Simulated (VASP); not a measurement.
# SnSe (P6_3mc) in VASP: a series of runs, part 2 of 2

VASP 6.6.1. The steps go on from the part before.

### 3 Single point, PBEsol

This run uses another cell than the first one, of 18.29 Å³/atom, 1.075 times its volume.

INCAR

```
SYSTEM = SnSe
PREC     = Accurate       ! precision mode
ENCUT    = 520            ! plane-wave cutoff, eV
EDIFF    = 1E-6           ! SCF threshold, eV
ISMEAR   = -1             ! smearing method
SIGMA    = 0.01           ! smearing width, eV
LREAL    = .False.        ! projectors in reciprocal space
LASPH    = .True.         ! aspherical terms in the spheres
NELM     = 80             ! most SCF steps
ALGO     = Normal         ! electronic algorithm
ISIF     = 2              ! what is computed and relaxed
LWAVE    = .False.        ! write WAVECAR
LCHARG   = .True.         ! write CHGCAR
GGA      = PS             ! functional
LELF     = .True.         ! ELF
LVHAR    = .True.       
NBANDS   = 28             ! bands
```

KPOINTS

```
regular mesh
0
Gamma
  4 4 3
  0 0 0
```

POSCAR

```
SnSe
1.0
    2.9092788335      0.0000000000      0.0000000000
   -1.4546394168      2.5195093765      0.0000000000
    0.0000000000      0.0000000000      9.9790893611
Sn Se
2 2
Direct
    0.3333333333      0.6666666667      0.0592649763
    0.6666666667      0.3333333333      0.5592649763
    0.3333333333      0.6666666667      0.3157350237
    0.6666666667      0.3333333333      0.8157350237
```

Potentials or basis: VASP PAW PBE potentials, release 64 (Sn_d, Se).

Command:

```
$ cat potpaw_PBE.64/Sn_d/POTCAR potpaw_PBE.64/Se/POTCAR > POTCAR
$ mpirun -np 1 vasp_std > vasp.out
```

OUTCAR:

```text
SYSTEM = SnSe
   PREC = Accurate
   ENCUT = 520
   EDIFF = 1E-6
   ISMEAR = -1
   LREAL = .False.
   LASPH = .True.
   NELM = 80
   ISIF = 2
   GGA = PS

 ion  position               nearest neighbor table
   1  0.333  0.667  0.059-   3 2.56   4 2.95   4 2.95   4 2.95
   2  0.667  0.333  0.559-   4 2.56   3 2.95   3 2.95   3 2.95
   3  0.333  0.667  0.316-   1 2.56   2 2.95   2 2.95   2 2.95
   4  0.667  0.333  0.816-   2 2.56   1 2.95   1 2.95   1 2.95

  LATTYP: Found a hexagonal cell.
 ALAT       =     2.9092788335
 C/A-ratio  =     3.4300903874

  Lattice vectors:

 A1 = (   2.9092788335,   0.0000000000,   0.0000000000)
 A2 = (  -1.4546394168,   2.5195093765,   0.0000000000)
 A3 = (   0.0000000000,   0.0000000000,   9.9790893611)

Analysis of symmetry for initial positions (statically):
=====================================================================
 Subroutine PRICEL returns:
 Original cell was already a primitive cell.

 Routine SETGRP: Setting up the symmetry group for a
 hexagonal supercell.

 Subroutine GETGRP returns: Found 12 space group operations
 (whereof  6 operations were pure point group operations)
 out of a pool of 24 trial point group operations.

The static configuration has the point symmetry C_3v.
 The point group associated with its full space group is C_6v.

Analysis of symmetry for dynamics (positions and initial velocities):
=====================================================================
 Subroutine PRICEL returns:
 Original cell was already a primitive cell.

 Routine SETGRP: Setting up the symmetry group for a
 hexagonal supercell.

 Subroutine GETGRP returns: Found 12 space group operations
 (whereof  6 operations were pure point group operations)
 out of a pool of 24 trial point group operations.

The dynamic configuration has the point symmetry C_3v.
 The point group associated with its full space group is C_6v.

 Subroutine INISYM returns: Found 12 space group operations
 (whereof  6 operations are pure point group operations),
 and found     1 'primitive' translations

----------------------------------------------------------------------------------------

                                     Primitive cell

  volume of cell :      73.1463

  direct lattice vectors                    reciprocal lattice vectors
     2.909278834  0.000000000  0.000000000     0.343727796  0.198451335  0.000000000
    -1.454639417  2.519509376  0.000000000     0.000000000  0.396902671  0.000000000
     0.000000000  0.000000000  9.979089361     0.000000000  0.000000000  0.100209545

  length of vectors
     2.909278834  2.909278834  9.979089361     0.396902671  0.396902671  0.100209545

  position of ions in fractional coordinates (direct lattice)
     0.333333333  0.666666667  0.059264976
     0.666666667  0.333333333  0.559264976
     0.333333333  0.666666667  0.315735024
     0.666666667  0.333333333  0.815735024

  ion indices of the primitive-cell ions
   primitive index   ion index
                 1           1
                 2           2
                 3           3
                 4           4

----------------------------------------------------------------------------------------

 KPOINTS: regular mesh

Automatic generation of k-mesh.
 Grid dimensions read from file:
 generate k-points for:    4    4    3

 Generating k-lattice:

  Cartesian coordinates                     Fractional coordinates (reciprocal lattice)
     0.085931949  0.049612834  0.000000000     0.250000000  0.000000000  0.000000000
     0.000000000  0.099225668  0.000000000     0.000000000  0.250000000  0.000000000
     0.000000000  0.000000000  0.033403182     0.000000000  0.000000000  0.333333333

  Length of vectors
     0.099225668  0.099225668  0.033403182

  Shift w.r.t. Gamma in fractional coordinates (k-lattice)
     0.000000000  0.000000000  0.000000000

 Subroutine IBZKPT returns following result:
 ===========================================

 Found      8 irreducible k-points:

 Following reciprocal coordinates:
            Coordinates               Weight
  0.000000  0.000000  0.000000      1.000000
  0.250000  0.000000  0.000000      6.000000
  0.500000  0.000000  0.000000      3.000000
  0.250000  0.250000  0.000000      6.000000
  0.000000  0.000000  0.333333      2.000000
  0.250000  0.000000  0.333333     12.000000
  0.500000  0.000000  0.333333      6.000000
  0.250000  0.250000  0.333333     12.000000
   k-points           NKPTS =      8   k-points in BZ     NKDIM =      8   number of bands    NBANDS=     28
   number of dos      NEDOS =    301   number of ions     NIONS =      4
   total plane-waves  NPLWV =  46080
   dimension x,y,z NGX =    24 NGY =   24 NGZ =   80
   dimension x,y,z NGXF=    48 NGYF=   48 NGZF=  160
   ions per type =               2   2
   NGX,Y,Z   is equivalent  to a cutoff of  13.71, 13.71, 13.33 a.u.
   NGXF,Y,Z  is equivalent  to a cutoff of  27.43, 27.43, 26.66 a.u.
 SYSTEM =  SnSe
   PREC   = accura    normal or accurate (medium, high low for compatibility)
   ISTART =      0    job   : 0-new  1-cont  2-samecut
   ICHARG =      2    charge: 1-file 2-atom 10-const
   ISPIN  =      1    spin polarized calculation?
   LNONCOLLINEAR =      F non collinear calculations
   LSORBIT =      F    spin-orbit coupling
   LASPH  =      T    aspherical Exc in radial PAW
   ENCUT  =  520.0 eV  38.22 Ry    6.18 a.u.   5.41  5.41 18.55*2*pi/ulx,y,z
   NELM   =     80;   NELMIN=  2; NELMDL= -5     # of ELM steps
   EDIFF  = 0.1E-05   stopping-criterion for ELM
   LREAL  =      F    real-space projection
   EDIFFG = 0.1E-04   stopping-criterion for IOM
   NSW    =      0    number of steps for IOM
   IBRION =     -1    ionic relax: 0-MD 1-quasi-New 2-CG
   NFREE  =      0    steps in history (QN), initial steepest desc. (CG)
   ISIF   =      2    stress and relaxation
   ISYM   =      2    0-nonsym 1-usesym 2-fastsym
   POTIM  = 0.5000    time-step for ionic-motion
   TEBEG  =    0.0;   TEEND  =   0.0 temperature during run
   PSTRESS=    0.0 pullay stress
   NELECT =      40.0000    total number of electrons
   NUPDOWN=      -1.0000    fix difference up-down
   EMIN   =  10.00;   EMAX   =-10.00  energy-range for DOS
   EFERMI =   0.00;   METHOD = LEGACY
   ISMEAR =    -1;   SIGMA  =   0.01  broadening in eV -4-tet -1-fermi 0-gaus
   EFERMI_NEDOS =   21; number of points for ismear=-14 and -15
   IALGO  =     38    algorithm
   IMIX   =      4    mixing-type and parameters
     AMIX     =   0.40;   BMIX     =  1.00
     AMIX_MAG =   1.60;   BMIX_MAG =  1.00
  volume/ion in A,a.u.               =      18.29       123.40
  Fermi-wavevector in a.u.,A,eV,Ry     =   1.338744  2.529859 24.384831  1.792234
  Thomas-Fermi vector in A             =   2.467190
   LORBIT       =      0    0 simple, 1 ext, 2 COOP (PROOUT), +10 PAW based schemes
   GGA     = PS    functional components
   LHFCALC =     F    Hartree Fock is set to
   AEXX    =    0.0000 exact exchange contribution
   IVDW    =     0    specifies the selected vdW correction
   LEPSILON=     F    determine dielectric tensor
   LRPA    =     F    only Hartree local field effects (RPA)
 non-spin polarized calculation
  energy-cutoff  :      520.00
  volume of cell :       73.15
 maximum number of plane-waves:      2005
 NGX is ok and might be reduce to    24
   NGX = 11   NGY = 11   NGZ = 37

 number of electron      39.9999988 magnetization

 Free energy of the ion-electron system (eV)
  ---------------------------------------------------
  ext. energy  EPLUGINS =         0.00000000
  ---------------------------------------------------
  free energy    TOTEN  =       -14.21109521 eV

  energy without entropy =      -14.21029858  energy(sigma->0) =      -14.21069689

 E-fermi :  10.5138     XC(G=0): -11.8131

 val. band max:       10.5068240486   @ k =   0.5000   0.0000   0.0000
 cond. band min:      10.8710807926   @ k =   0.2500   0.2500   0.0000
 fundamental gap:      0.3642567439
 Fermi energy:        10.5137588926

 k-point     1 :       0.0000    0.0000    0.0000
  band No.  band energies     occupation
      1     -11.6398      2.00000
      2     -11.6134      2.00000
      3     -11.4824      2.00000
      4     -11.4824      2.00000
      5     -11.4823      2.00000
      6     -11.4823      2.00000
[... 20 lines left out ...]
     27      21.1970      0.00000
[... 195 lines left out ...]
      6     -11.3512      2.00000
[... 20 lines left out ...]
     27      17.2098      0.00000
     28      18.0409      0.00000

------------------------ aborting loop because EDIFF is reached ----------------------------------------

  FORCE on cell =-STRESS in cart. coord.  units (eV):
  Direction    XX          YY          ZZ          XY          YZ          ZX
  --------------------------------------------------------------------------------------
  -------------------------------------------------------------------------------------
  Total       13.7515606     13.7515606     13.8048654     -0.0000000      0.0000000      0.0000000
  in kB      301.2106565    301.2106565    302.3782313     -0.0000000      0.0000000      0.0000000
  external PRESSURE =     301.5998481 kB  Pullay stress =       0.0000000 kB

 VOLUME and BASIS-vectors are now :
 -----------------------------------------------------------------------------
  energy-cutoff  :      520.00
  volume of cell :       73.15
      direct lattice vectors                 reciprocal lattice vectors
     2.909278834  0.000000000  0.000000000     0.343727796  0.198451335  0.000000000
    -1.454639417  2.519509376  0.000000000     0.000000000  0.396902671  0.000000000
     0.000000000  0.000000000  9.979089361     0.000000000  0.000000000  0.100209545

 POSITION                                       TOTAL-FORCE (eV/Angst)
 -----------------------------------------------------------------------------------
     -0.00000      1.67967      0.59141         0.000000     -0.000000     -0.005519
      1.45464      0.83984      5.58096        -0.000000      0.000000     -0.005519
     -0.00000      1.67967      3.15075         0.000000     -0.000000      0.005519
      1.45464      0.83984      8.14029        -0.000000      0.000000      0.005519
 -----------------------------------------------------------------------------------
    total drift:                               -0.000000      0.000000      0.000259

  FREE ENERGIE OF THE ION-ELECTRON SYSTEM (eV)
  ---------------------------------------------------
  free  energy   TOTEN  =       -14.2110952062 eV

  energy  without entropy=      -14.2102985801  energy(sigma->0) =      -14.21069689
```

Run time: 26 s. Hardware: 1 thread of Intel Xeon 8259CL, shared host; peak memory 0.2 GiB.

What came out:

* Free energy: -14.2111 eV
* Pressure: 30.2 GPa
* Largest force: 0.006 eV/Å
* Band gap on the k mesh: zero (band 20 reaches 13.14 eV, above the bottom of band 21 at 9.49 eV)

Forces in eV/Å, atoms in the order of the input:
```
Sn   0.000  0.000 -0.006
Sn   0.000  0.000 -0.006
Se   0.000  0.000  0.006
Se   0.000  0.000  0.006
```

Levels at points of the mesh, in eV from the Fermi level:
| k point | band 17 | band 18 | band 19 | band 20 | band 21 | band 22 |
| --- | --- | --- | --- | --- | --- | --- |
| (0.00, 0.00, 0.00) | -0.97 | 2.50 | 2.50 | 2.62 | 2.62 | 6.10 |
| (0.50, 0.00, 0.00) | -4.19 | -3.80 | -3.34 | -0.99 | -0.35 | -0.01 |

Caveat: the k points lie up to 0.62 Å⁻¹ apart; the PAW data sets were made with another functional, which shifts forces and pressure a little; spin-orbit coupling is left out, which moves the levels of the heavy elements.

### 4 Single point, PBEsol

This run uses another cell than the first one, of 22.70 Å³/atom, 1.335 times its volume.

INCAR

```
ALGO     = Normal         # electronic algorithm
EDIFF    = 1E-6           # SCF threshold, eV
ENCUT    = 520            # plane-wave cutoff, eV
GGA      = PS             # functional
ISIF     = 2              # what is computed and relaxed
ISMEAR   = -1             # smearing method
LASPH    = T              # aspherical terms in the spheres
LCHARG   = F              # write CHGCAR
LREAL    = F              # projectors in reciprocal space
LWAVE    = F              # write WAVECAR
NBANDS   = 28             # bands
NELM     = 100            # most SCF steps
PREC     = Accurate       # precision mode
SIGMA    = 0.01           # smearing width, eV
```

KPOINTS

```
k-points
0
Gamma
  4 4 3
```

POSCAR

```
SnSe
1.0
    3.4417724827      0.0000000000      0.0000000000
   -1.7208862413      2.9806624040      0.0000000000
    0.0000000000      0.0000000000      8.8520114680
Sn Se
2 2
Direct
    0.3333333333      0.6666666667      0.0374040930
    0.6666666667      0.3333333333      0.5374040930
    0.3333333333      0.6666666667      0.3375959070
    0.6666666667      0.3333333333      0.8375959070
```

Command:

```
$ cat potpaw_PBE.64/Sn_d/POTCAR potpaw_PBE.64/Se/POTCAR > POTCAR
$ mpirun -np 1 vasp_std > vasp.out
```

Run time: 38 s. Hardware: 1 thread of Intel Xeon 8259CL, shared host; peak memory 0.22 GiB.

The run converged. Its results:

```yaml
Free_energy: -15.6211 eV
Pressure: 15.2 GPa
Largest_force: 0.011 eV/Å
Band_gap_on_the_k_mesh: zero (band 20 reaches 8.88 eV, above the bottom of band 21 at 6.58 eV)
```

Forces on the atoms (eV/Å):
```
Sn   0.000  0.000  0.011
Sn   0.000  0.000  0.011
Se   0.000  0.000 -0.011
Se   0.000  0.000 -0.011
```

Stress tensor (GPa, compression positive):
```
15.11  0.00  0.00
 0.00 15.11  0.00
 0.00  0.00 15.25
```

Levels at points of the mesh, in eV from the Fermi level:
| k point | band 16 | band 17 | band 18 | band 19 | band 20 | band 21 | band 22 | band 23 | band 24 | band 25 |
| --- | --- | --- | --- | --- | --- | --- | --- | --- | --- | --- |
| (0.00, 0.00, 0.00) | -0.79 | -0.79 | -0.42 | -0.42 | 1.20 | 2.68 | 4.12 | 4.73 | 4.73 | 5.71 |
| (0.50, 0.00, 0.00) | -5.52 | -2.76 | -2.55 | -1.90 | -1.45 | -1.10 | 0.27 | 2.78 | 3.50 | 3.55 |

Caveat: the k points lie up to 0.53 Å⁻¹ apart; the PAW data sets were made with another functional, which shifts forces and pressure a little; spin-orbit coupling is left out, which moves the levels of the heavy elements.

### 5 Summary

```tsv
cell	gap on the mesh (eV)	pressure (GPa)	largest force (eV/Å)
a = 2.839, b = 2.839, c = 9.746 Å, angles 90.0, 90.0, 120.0°, 4 atoms	none	45.3	0.01
a = 2.909, b = 2.909, c = 9.979 Å, angles 90.0, 90.0, 120.0°, 4 atoms	none	30.2	0.01
a = 3.442, b = 3.442, c = 8.852 Å, angles 90.0, 90.0, 120.0°, 4 atoms	none	15.2	0.01
```

Alike in all rows: task single point; level PBEsol; potentials or basis VASP PAW PBE potentials, release 64 (Sn_d, Se); no spin polarisation; k mesh 4 × 4 × 3; cutoff (eV) 520; smearing fermi-dirac 0.01 eV.

Caveats: all runs use coarse meshes; the PAW data sets were made with another functional, which shifts forces and pressure a little; spin-orbit coupling is left out, which moves the levels of the heavy elements.

Total energies depend on the potentials used, so only differences within one code and one set of settings carry meaning.
